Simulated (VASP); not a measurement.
Here is a VASP 6.6.1 calculation.

INCAR

```
PREC = Accurate
ENCUT = 520
EDIFF = 1E-8
ISMEAR = -1
SIGMA = 0.15
LREAL = False
LASPH = True
NELM = 80
ALGO = Normal
ISIF = 2
LWAVE = False
LCHARG = False
GGA = CA
IBRION = 8
NSW = 1
```

Contents of KPOINTS:

```
Automatic mesh
0
Gamma
  10 10 10
```

The input POSCAR:

```
TiSi
1.0
    0.0000000000      2.4942000000      2.4942000000
    2.4942000000      0.0000000000      2.4942000000
    2.4942000000      2.4942000000      0.0000000000
Ti Si
1 1
Direct
    0.0000000000      0.0000000000      0.0000000000
    0.5000000000      0.5000000000      0.5000000000
```

Potentials or basis: VASP PAW LDA potentials, release 64 (Ti_sv, Si).

The run is started by

```sh
$ cat potpaw_LDA.64/Ti_sv/POTCAR potpaw_LDA.64/Si/POTCAR > POTCAR
$ mpirun -np 1 vasp_std > vasp.out
```

(1) Estimate the highest phonon frequency at Γ.

Results:

(1) 421 cm⁻¹.
